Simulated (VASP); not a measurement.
Input of a VASP 6.6.1 run:

The input INCAR:

```
ALGO = Normal ; EDIFF = 1E-6
ENCUT = 700 ; GGA = PE
GGA_COMPAT = False ; ISIF = 2
ISMEAR = -1 ; ISPIN = 2
LASPH = True ; LCHARG = False
LMAXMIX = 4 ; LORBIT = 11
LREAL = False ; LWAVE = False
MAGMOM = 3 0 0 ; NBANDS = 24
NELM = 200 ; PREC = Accurate
SIGMA = 0.05
```

KPOINTS

```
k-points
0
Gamma
  10 10 10
```

POSCAR

```
CrO2
1.0
    1.4595519522      0.8426727125      4.6921722044
   -1.4595519522      0.8426727125      4.6921722044
    0.0000000000     -1.6853454250      4.6921722044
Cr O
1 2
Direct
    0.5000000000      0.5000000000      0.5000000000
    0.2309180000      0.2309180000      0.2309180000
    0.7690820000      0.7690820000      0.7690820000
```

Potentials or basis: VASP PAW PBE potentials, release 64 (Cr_sv, O).

Launch:

```sh
$ cat potpaw_PBE.64/Cr_sv/POTCAR potpaw_PBE.64/O/POTCAR > POTCAR
$ mpirun -np 1 vasp_std > vasp.out
```

(1) Predict the largest force.

(2) Predict the site moments.

## Answers

(1) 0.478 eV/Å.

(2) Cr +1.95; O -0.07 μB.

Caveat: a cell with one magnetic atom can't hold antiferromagnetic order, which such compounds often take.
